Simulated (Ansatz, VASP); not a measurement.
**Os5Rh3 in VASP and in Ansatz**

```
CELL_PARAMETERS angstrom
-3.83280 3.84758 -3.84763
3.83279 3.84608 3.84614
3.83266 -3.84609 -3.84600
ATOMIC_POSITIONS crystal
Rh 0.25104 0.00123 0.74909
Rh 0.49943 0.99981 0.49888
Rh 0.99812 0.49807 0.49713
Rh 0.99814 0.00030 0.99935
Rh 0.49943 0.49981 0.99888
Rh 0.25109 0.75007 0.00028
Os 0.99750 0.24886 0.74794
Os 0.74776 0.49846 0.74859
Os 0.24998 0.25183 0.49746
Os 0.50294 0.74939 0.74847
Os 0.75231 0.00073 0.25085
Os 0.50293 0.25374 0.25281
Os 0.74781 0.74957 0.49753
Os 0.24993 0.49841 0.25083
Os 0.99749 0.74885 0.24791
Os 0.75237 0.25186 0.99980
```

Alike in both runs: functional PBE; k mesh 3 × 3 × 3; occupations gaussian, width 0.1 eV; no spin polarisation.

Ansatz relaxed the structure, and its values are those at the end. VASP's run is a single point on that final structure, the one shown.

|  | VASP | Ansatz |
| --- | --- | --- |
| version | VASP 6.6.1 | Ansatz 0.2.0 |
| potentials or method | VASP PAW PBE potentials, release 64 (Rh_pv, Os), cutoff 520 eV | scalar-relativistic, plane waves, PAW |
| valence electrons in the cell | 170 | 262 |

|  | VASP | Ansatz | Ansatz less VASP |
| --- | --- | --- | --- |
| gap on the k mesh at the Fermi level (eV) | none | none | - |
| pressure (GPa) | 0.1 | 0.1 | +0.03 |
| rms of the force components (eV/Å) | 0.004 | 0.005 | +0.0004 |

A gap of «none» marks a metal or a gap that the smearing closes. VASP's potentials hold 170 valence electrons a cell and Ansatz's 262, so a difference there can come from the potentials and not from the codes.

The k mesh is coarse, so the values compare programs but aren't converged. Spin-orbit coupling is off throughout.
